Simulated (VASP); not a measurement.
# AgBr (Fm-3m) in VASP: a series of runs

AgBr is run at these levels: PBEsol; tasks: single point.

Everything below comes from runs of VASP 6.6.1. Logs are shortened: lines on timing, memory, paths and dates and some standing lists are left out, and cuts for length are marked.

**1. The cell of the first run**

The structure is cubic, space group Fm-3m (No. 225). The conventional cell has a = 5.647 Å, b = 5.647 Å, c = 5.647 Å, α = 90.00°, β = 90.00°, γ = 90.00°. Ag (site symmetry m-3m) has 6 Br at 2.82 Å within 3.7 Å. Br (site symmetry m-3m) has 6 Ag at 2.82 Å within 3.7 Å.

**2. Single point, PBEsol, non-collinear spin, zero start, spin-orbit coupling**

File INCAR:

```
SYSTEM = AgBr
PREC     = Accurate       ! precision mode
ENCUT    = 500            ! plane-wave cutoff, eV
EDIFF    = 1E-6           ! SCF threshold, eV
ISMEAR   = -1             ! smearing method
SIGMA    = 0.01           ! smearing width, eV
LREAL    = .FALSE.        ! projectors in reciprocal space
LASPH    = .TRUE.         ! aspherical terms in the spheres
NELM     = 200            ! most SCF steps
ALGO     = Normal         ! electronic algorithm
ISIF     = 2              ! what is computed and relaxed
LWAVE    = .FALSE.        ! write WAVECAR
LCHARG   = .TRUE.         ! write CHGCAR
MAGMOM   = 0 0 0 0 0 0    ! initial moments
LORBIT   = 11             ! projections on sites
LSORBIT  = .TRUE.         ! spin-orbit coupling
GGA_COMPAT= .FALSE.      
LORBMOM  = .TRUE.       
LMAXMIX  = 4              ! l up to which the mixer works
GGA      = PS             ! functional
LVHAR    = .TRUE.       
NBANDS   = 30             ! bands
```

File KPOINTS:

```
Automatic mesh
0
G
  6 6 6
  0 0 0
```

File POSCAR:

```
AgBr
1.0
    0.0000000000      2.8235010529      2.8235010529
    2.8235010529      0.0000000000      2.8235010529
    2.8235010529      2.8235010529      0.0000000000
Ag Br
1 1
Direct
    0.0000000000      0.0000000000      0.0000000000
    0.5000000000      0.5000000000      0.5000000000
```

Potentials or basis: VASP PAW PBE potentials, release 64 (Ag, Br).

The run is started by

```console
cat potpaw_PBE.64/Ag/POTCAR potpaw_PBE.64/Br/POTCAR > POTCAR
mpirun -np 1 vasp_ncl > vasp.out
```

OUTCAR:

```text
SYSTEM = AgBr
   PREC = Accurate
   ENCUT = 500
   EDIFF = 1E-6
   ISMEAR = -1
   LREAL = .FALSE.
   LASPH = .TRUE.
   NELM = 200
   ISIF = 2
   LORBIT = 11
   LSORBIT = .TRUE.
   GGA = PS

 ion  position               nearest neighbor table
   1  0.000  0.000  0.000-   2 2.82   2 2.82   2 2.82   2 2.82   2 2.82   2 2.82
   2  0.500  0.500  0.500-   1 2.82   1 2.82   1 2.82   1 2.82   1 2.82   1 2.82

  LATTYP: Found a face centered cubic cell.
 ALAT       =     5.6470021058

  Lattice vectors:

 A1 = (   0.0000000000,   2.8235010529,   2.8235010529)
 A2 = (   2.8235010529,   0.0000000000,   2.8235010529)
 A3 = (   2.8235010529,   2.8235010529,   0.0000000000)

Analysis of symmetry for initial positions (statically):
=====================================================================
 Subroutine PRICEL returns:
 Original cell was already a primitive cell.

 Routine SETGRP: Setting up the symmetry group for a
 face centered cubic supercell.

 Subroutine GETGRP returns: Found 48 space group operations
 (whereof 48 operations were pure point group operations)
 out of a pool of 48 trial point group operations.

The static configuration has the point symmetry O_h .

Analysis of symmetry for dynamics (positions and initial velocities):
=====================================================================
 Subroutine PRICEL returns:
 Original cell was already a primitive cell.

 Routine SETGRP: Setting up the symmetry group for a
 face centered cubic supercell.

 Subroutine GETGRP returns: Found 48 space group operations
 (whereof 48 operations were pure point group operations)
 out of a pool of 48 trial point group operations.

The dynamic configuration has the point symmetry O_h .

Analysis of structural, dynamic, and magnetic symmetry:
=====================================================================
 Subroutine PRICEL returns:
 Original cell was already a primitive cell.

 Routine SETGRP: Setting up the symmetry group for a
 face centered cubic supercell.

 Subroutine GETGRP returns: Found 48 space group operations
 (whereof 48 operations were pure point group operations)
 out of a pool of 48 trial point group operations.

The overall configuration has the point symmetry O_h .

 Subroutine INISYM returns: Found 48 space group operations
 (whereof 48 operations are pure point group operations),
 and found     1 'primitive' translations

----------------------------------------------------------------------------------------

                                     Primitive cell

  volume of cell :      45.0188

  direct lattice vectors                    reciprocal lattice vectors
     0.000000000  2.823501053  2.823501053    -0.177085112  0.177085112  0.177085112
     2.823501053  0.000000000  2.823501053     0.177085112 -0.177085112  0.177085112
     2.823501053  2.823501053  0.000000000     0.177085112  0.177085112 -0.177085112

  length of vectors
     3.993033482  3.993033482  3.993033482     0.306720411  0.306720411  0.306720411

  position of ions in fractional coordinates (direct lattice)
     0.000000000  0.000000000  0.000000000
     0.500000000  0.500000000  0.500000000

  ion indices of the primitive-cell ions
   primitive index   ion index
                 1           1
                 2           2

----------------------------------------------------------------------------------------

 KPOINTS: Automatic mesh

Automatic generation of k-mesh.
 Grid dimensions read from file:
 generate k-points for:    6    6    6

 Generating k-lattice:

  Cartesian coordinates                     Fractional coordinates (reciprocal lattice)
    -0.029514185  0.029514185  0.029514185     0.166666667  0.000000000  0.000000000
     0.029514185 -0.029514185  0.029514185     0.000000000  0.166666667  0.000000000
     0.029514185  0.029514185 -0.029514185     0.000000000  0.000000000  0.166666667

  Length of vectors
     0.051120069  0.051120069  0.051120069

  Shift w.r.t. Gamma in fractional coordinates (k-lattice)
     0.000000000  0.000000000  0.000000000

 Subroutine IBZKPT returns following result:
 ===========================================

[... 47 lines left out ...]
   TEBEG  =    0.0;   TEEND  =   0.0 temperature during run
   PSTRESS=    0.0 pullay stress
   NELECT =      18.0000    total number of electrons
   NUPDOWN=      -1.0000    fix difference up-down
   EMIN   =  10.00;   EMAX   =-10.00  energy-range for DOS
   EFERMI =   0.00;   METHOD = LEGACY
   ISMEAR =    -1;   SIGMA  =   0.01  broadening in eV -4-tet -1-fermi 0-gaus
   EFERMI_NEDOS =   21; number of points for ismear=-14 and -15
   IALGO  =     38    algorithm
   IMIX   =      4    mixing-type and parameters
     AMIX     =   0.40;   BMIX     =  1.00
     AMIX_MAG =   1.60;   BMIX_MAG =  1.00
  volume/ion in A,a.u.               =      22.51       151.90
  Fermi-wavevector in a.u.,A,eV,Ry     =   1.206057  2.279117 19.790663  1.454573
  Thomas-Fermi vector in A             =   2.341735
   LORBIT       =     11    0 simple, 1 ext, 2 COOP (PROOUT), +10 PAW based schemes
   GGA     = PS    functional components
   LHFCALC =     F    Hartree Fock is set to
   AEXX    =    0.0000 exact exchange contribution
   IVDW    =     0    specifies the selected vdW correction
   LEPSILON=     F    determine dielectric tensor
   LRPA    =     F    only Hartree local field effects (RPA)
  energy-cutoff  :      500.00
  volume of cell :       45.02
 maximum number of plane-waves:      2324
 NGX is ok and might be reduce to    30
   NGX = 15   NGY = 15   NGZ = 15

 number of electron      18.0000000 magnetization       0.0000000      0.0000000      0.0000000

 number of electron      17.9999997 magnetization      -0.0000000     -0.0000000      0.0000000

 number of electron      17.9999997 magnetization       0.0000000      0.0000000     -0.0000000

 Free energy of the ion-electron system (eV)
  ---------------------------------------------------
  ext. energy  EPLUGINS =         0.00000000
  ---------------------------------------------------
  free energy    TOTEN  =        -5.74373319 eV

  energy without entropy =       -5.74373319  energy(sigma->0) =       -5.74373319

 E-fermi :   4.4359     XC(G=0): -10.3384

 val. band max:        4.2039726763   @ k =   0.5000   0.0000   0.0000
 cond. band min:       4.6193894548   @ k =   0.0000   0.0000   0.0000
 fundamental gap:      0.4154167785
 Fermi energy:         4.4358568095

 k-point     1 :       0.0000    0.0000    0.0000
  band No.  band energies     occupation
      1     -11.3221      1.00000
      2     -11.3221      1.00000
      3       0.7543      1.00000
      4       0.7543      1.00000
      5       0.7543      1.00000
      6       0.7543      1.00000
[... 517 lines left out ...]
     29      17.8207      0.00000
     30      17.8207      0.00000

------------------------ aborting loop because EDIFF is reached ----------------------------------------

  FORCE on cell =-STRESS in cart. coord.  units (eV):
  Direction    XX          YY          ZZ          XY          YZ          ZX
  --------------------------------------------------------------------------------------
  -------------------------------------------------------------------------------------
  Total        0.2186222      0.2186222      0.2186222      0.0000000      0.0000000     -0.0000000
  in kB        7.7805627      7.7805627      7.7805627      0.0000000      0.0000000     -0.0000000
  external PRESSURE =       7.7805627 kB  Pullay stress =       0.0000000 kB

 VOLUME and BASIS-vectors are now :
 -----------------------------------------------------------------------------
  energy-cutoff  :      500.00
  volume of cell :       45.02
      direct lattice vectors                 reciprocal lattice vectors
     0.000000000  2.823501053  2.823501053    -0.177085112  0.177085112  0.177085112
     2.823501053  0.000000000  2.823501053     0.177085112 -0.177085112  0.177085112
     2.823501053  2.823501053  0.000000000     0.177085112  0.177085112 -0.177085112

 POSITION                                       TOTAL-FORCE (eV/Angst)
 -----------------------------------------------------------------------------------
      0.00000      0.00000      0.00000        -0.000000     -0.000000     -0.000000
      2.82350      2.82350      2.82350         0.000000      0.000000      0.000000
 -----------------------------------------------------------------------------------
    total drift:                               -0.000000      0.000000      0.000000

  FREE ENERGIE OF THE ION-ELECTRON SYSTEM (eV)
  ---------------------------------------------------
  free  energy   TOTEN  =        -5.7437331897 eV

  energy  without entropy=       -5.7437331897  energy(sigma->0) =       -5.74373319

 orbital moment (x)

 # of ion     p       d       tot
 ----------------------------------------
  1         0.000   0.000   0.000
  2         0.000   0.000   0.000
 ----------------------------------------
            0.000   0.000   0.000

 orbital moment (y)

 # of ion     p       d       tot
 ----------------------------------------
  1         0.000   0.000   0.000
  2         0.000   0.000   0.000
 ----------------------------------------
            0.000   0.000   0.000

 orbital moment (z)

 # of ion     p       d       tot
 ----------------------------------------
  1         0.000   0.000   0.000
  2         0.000   0.000   0.000
 ----------------------------------------
            0.000   0.000   0.000

 Spin-Orbit-Coupling matrix elements

 Ion:    1  E_soc:     -0.0408644
 l=   1
     0.0000000    -0.0012196    -0.0012196
    -0.0012196     0.0000000    -0.0012196
    -0.0012196    -0.0012196     0.0000000
 l=   2
     0.0000000    -0.0011290     0.0000000    -0.0011290    -0.0044621
    -0.0011290     0.0000000    -0.0033466    -0.0011290    -0.0011155
     0.0000000    -0.0033466     0.0000000    -0.0033466     0.0000000
    -0.0011290    -0.0011290    -0.0033466     0.0000000    -0.0011155
    -0.0044621    -0.0011155     0.0000000    -0.0011155     0.0000000
 l=   3
     0.0000000     0.0000000     0.0000000     0.0000000     0.0000000     0.0000000     0.0000000
     0.0000000     0.0000000     0.0000000     0.0000000     0.0000000     0.0000000     0.0000000
     0.0000000     0.0000000     0.0000000     0.0000000     0.0000000     0.0000000     0.0000000
     0.0000000     0.0000000     0.0000000     0.0000000     0.0000000     0.0000000     0.0000000
     0.0000000     0.0000000     0.0000000     0.0000000     0.0000000     0.0000000     0.0000000
     0.0000000     0.0000000     0.0000000     0.0000000     0.0000000     0.0000000     0.0000000
     0.0000000     0.0000000     0.0000000     0.0000000     0.0000000     0.0000000     0.0000000

 Ion:    2  E_soc:     -0.0572399
 l=   1
     0.0000000    -0.0095245    -0.0095245
    -0.0095245     0.0000000    -0.0095245
    -0.0095245    -0.0095245     0.0000000
 l=   2
     0.0000000     0.0000004     0.0000000     0.0000004    -0.0000158
     0.0000004     0.0000000    -0.0000119     0.0000004    -0.0000040
     0.0000000    -0.0000119     0.0000000    -0.0000119     0.0000000
     0.0000004     0.0000004    -0.0000119     0.0000000    -0.0000040
    -0.0000158    -0.0000040     0.0000000    -0.0000040     0.0000000
 l=   3
     0.0000000     0.0000000     0.0000000     0.0000000     0.0000000     0.0000000     0.0000000
     0.0000000     0.0000000     0.0000000     0.0000000     0.0000000     0.0000000     0.0000000
     0.0000000     0.0000000     0.0000000     0.0000000     0.0000000     0.0000000     0.0000000
     0.0000000     0.0000000     0.0000000     0.0000000     0.0000000     0.0000000     0.0000000
     0.0000000     0.0000000     0.0000000     0.0000000     0.0000000     0.0000000     0.0000000
     0.0000000     0.0000000     0.0000000     0.0000000     0.0000000     0.0000000     0.0000000
     0.0000000     0.0000000     0.0000000     0.0000000     0.0000000     0.0000000     0.0000000

 total charge

# of ion       s       p       d       tot
------------------------------------------
    1        0.244   0.175   9.338   9.757
    2        1.610   3.174   0.033   4.818
--------------------------------------------------
tot          1.854   3.350   9.371  14.575

 magnetization (x)

# of ion       s       p       d       tot
------------------------------------------
    1        0.000  -0.000  -0.000   0.000
    2        0.000  -0.000   0.000  -0.000
--------------------------------------------------
tot          0.000  -0.000  -0.000  -0.000

 magnetization (y)

# of ion       s       p       d       tot
------------------------------------------
    1        0.000  -0.000   0.000   0.000
    2       -0.000  -0.000   0.000  -0.000
--------------------------------------------------
tot         -0.000  -0.000   0.000  -0.000

 magnetization (z)

# of ion       s       p       d       tot
------------------------------------------
    1        0.000   0.000   0.000   0.000
    2        0.000  -0.000   0.000  -0.000
--------------------------------------------------
tot          0.000  -0.000   0.000  -0.000
```

It took 31 s on 1 thread of AMD EPYC 9R45 (Zen 5), shared host; peak memory 0.25 GiB.

Results:

| Item | Value |
| --- | --- |
| Free energy | -5.7437 eV |
| Pressure | 0.8 GPa |
| Net moment | 0.00 μB per cell |
| Valence electrons inside the program's atomic spheres | Ag 9.76; Br 4.82 |

Moments on the atoms (μB; x, y, z):
```
Ag  0.00 0.00 0.00
Br  0.00 0.00 0.00
```

Caveat: the PAW data sets were made with another functional, which shifts forces and pressure a little.

**3. Single point, PBEsol, non-collinear spin, zero start, spin-orbit coupling**

This run uses another cell than the first one, of 22.85 Å³/atom.

File INCAR:

```
SYSTEM = AgBr
  PREC = Accurate
  ENCUT = 500
  EDIFF = 1E-6
  ISMEAR = -1
  SIGMA = 0.01
  LREAL = .False.
  LASPH = .True.
  NELM = 200
  ALGO = Normal
  ISIF = 2
  LWAVE = .False.
  LCHARG = .False.
  LNONCOLLINEAR = .True.
  MAGMOM = 0 0 0 0 0 0
  LORBIT = 11
  LSORBIT = .True.
  GGA_COMPAT = .False.
  LORBMOM = .True.
  LMAXMIX = 4
  GGA = PS
  NBANDS = 30
```

File KPOINTS:

```
Automatic mesh
0
Gamma
  6 6 6
  0 0 0
```

File POSCAR:

```
AgBr
1.0
    0.0000000000      2.8376895004      2.8376895004
    2.8376895004      0.0000000000      2.8376895004
    2.8376895004      2.8376895004      0.0000000000
Ag Br
1 1
Direct
    0.0000000000      0.0000000000      0.0000000000
    0.5000000000      0.5000000000      0.5000000000
```

Potentials or basis: VASP PAW PBE potentials, release 64 (Ag, Br).

The run is started by

```console
cat potpaw_PBE.64/Ag/POTCAR potpaw_PBE.64/Br/POTCAR > POTCAR
mpirun -np 1 vasp_ncl > vasp.out
```

It took 30 s on 1 thread of AMD EPYC 9R45 (Zen 5), shared host; peak memory 0.25 GiB.

The run converged. Its results:

| Property | Result |
| --- | --- |
| Free energy | -5.7454 eV |
| Pressure | 0.0 GPa |
| Net moment | 0.00 μB per cell |
| Valence electrons inside the program's atomic spheres | Ag 9.75; Br 4.81 |

Moments on the atoms (μB; x, y, z):
```
Ag  0.00 0.00 0.00
Br  0.00 0.00 0.00
```

Caveat: the PAW data sets were made with another functional, which shifts forces and pressure a little.

**4. Single point, PBEsol, non-collinear spin, zero start, spin-orbit coupling**

This run uses another cell than the first one, of 22.85 Å³/atom.

File INCAR:

```
PREC = Accurate
ENCUT = 500
EDIFF = 1E-6
ISMEAR = -1
SIGMA = 0.01
LREAL = False
LASPH = True
NELM = 200
ALGO = Normal
ISIF = 2
LWAVE = False
LCHARG = True
LNONCOLLINEAR = True
MAGMOM = 0 0 0 0 0 0
LORBIT = 11
LSORBIT = True
GGA_COMPAT = False
LORBMOM = True
LMAXMIX = 4
GGA = PS
LVHAR = True
NBANDS = 30
```

File KPOINTS:

```
regular mesh
0
Gamma
  6 6 6
```

POSCAR is that of step 3.

Potentials or basis: VASP PAW PBE potentials, release 64 (Ag, Br).

The run is started by

```console
cat potpaw_PBE.64/Ag/POTCAR potpaw_PBE.64/Br/POTCAR > POTCAR
mpirun -np 1 vasp_ncl > vasp.out
```

OUTCAR:

```text
PREC = Accurate
   ENCUT = 500
   EDIFF = 1E-6
   ISMEAR = -1
   LREAL = False
   LASPH = True
   NELM = 200
   ISIF = 2
   LNONCOLLINEAR = True
   LORBIT = 11
   LSORBIT = True
   GGA = PS

 ion  position               nearest neighbor table
   1  0.000  0.000  0.000-   2 2.84   2 2.84   2 2.84   2 2.84   2 2.84   2 2.84
   2  0.500  0.500  0.500-   1 2.84   1 2.84   1 2.84   1 2.84   1 2.84   1 2.84

  LATTYP: Found a face centered cubic cell.
 ALAT       =     5.6753790008

  Lattice vectors:

 A1 = (   0.0000000000,   2.8376895004,   2.8376895004)
 A2 = (   2.8376895004,   0.0000000000,   2.8376895004)
 A3 = (   2.8376895004,   2.8376895004,   0.0000000000)

[... 808 lines left out ...]
    -0.0000152    -0.0000038     0.0000000    -0.0000038     0.0000000
 l=   3
     0.0000000     0.0000000     0.0000000     0.0000000     0.0000000     0.0000000     0.0000000
     0.0000000     0.0000000     0.0000000     0.0000000     0.0000000     0.0000000     0.0000000
     0.0000000     0.0000000     0.0000000     0.0000000     0.0000000     0.0000000     0.0000000
     0.0000000     0.0000000     0.0000000     0.0000000     0.0000000     0.0000000     0.0000000
     0.0000000     0.0000000     0.0000000     0.0000000     0.0000000     0.0000000     0.0000000
     0.0000000     0.0000000     0.0000000     0.0000000     0.0000000     0.0000000     0.0000000
     0.0000000     0.0000000     0.0000000     0.0000000     0.0000000     0.0000000     0.0000000

 total charge

# of ion       s       p       d       tot
------------------------------------------
    1        0.240   0.169   9.338   9.747
    2        1.610   3.171   0.032   4.813
--------------------------------------------------
tot          1.849   3.341   9.369  14.559

 magnetization (x)

# of ion       s       p       d       tot
------------------------------------------
    1        0.000   0.000   0.000   0.000
    2        0.000  -0.000   0.000  -0.000
--------------------------------------------------
tot          0.000  -0.000   0.000  -0.000

 magnetization (y)

# of ion       s       p       d       tot
------------------------------------------
    1       -0.000   0.000   0.000  -0.000
    2        0.000   0.000   0.000   0.000
--------------------------------------------------
tot         -0.000   0.000   0.000  -0.000

 magnetization (z)

# of ion       s       p       d       tot
------------------------------------------
    1        0.000  -0.000   0.000   0.000
    2        0.000  -0.000   0.000  -0.000
--------------------------------------------------
tot          0.000  -0.000   0.000  -0.000
```

It took 31 s on 1 thread of AMD EPYC 9R45 (Zen 5), shared host; peak memory 0.25 GiB.

Results:

```yaml
Free_energy: -5.7454 eV
Pressure: 0.0 GPa
Net_moment: 0.00 μB per cell
Valence_electrons_inside_the_program's_atomic_spheres: Ag 9.75; Br 4.81
```

Moments on the atoms (μB; x, y, z):
```
Ag  0.00 0.00 0.00
Br  0.00 0.00 0.00
```

Caveat: the PAW data sets were made with another functional, which shifts forces and pressure a little.
